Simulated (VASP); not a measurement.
The system is Tc.

```
Tc
1.0
     2.72097    0.00000    0.00000
    -1.36048    2.35643    0.00000
     0.00000    0.00000    8.71083
Tc
4
Direct
  0.66667 0.33333 0.75000
  0.00000 0.00000 0.50000
  0.33333 0.66667 0.25000
  0.00000 0.00000 0.00000
```

Base run:

* Program: VASP 6.6.1
* Functional: PBE
* Potentials or basis: VASP PAW PBE potentials, release 64 (Tc_pv)
* Cutoff: 520 eV
* k mesh: 11 × 11 × 3
* Occupations: fermi-dirac, width 0.05 eV
* Spin: no spin polarisation

Its results: band gap on the k mesh zero (bands 26 and 27 overlap by 3.02 eV); pressure 10.4 GPa.

Problem. The run is repeated on the same cell with these changes: functional from PBE to PBEsol. What comes out?

Solution. Band gap on the k mesh zero (bands 26 and 27 overlap by 2.99 eV); pressure 0.5 GPa.

PBEsol binds more tightly than PBE, so the same cell stands under less pressure.

Caveats: the cell stands under pressure (at least some runs); the PAW data sets were made with another functional, which shifts forces and pressure a little (at least some runs).
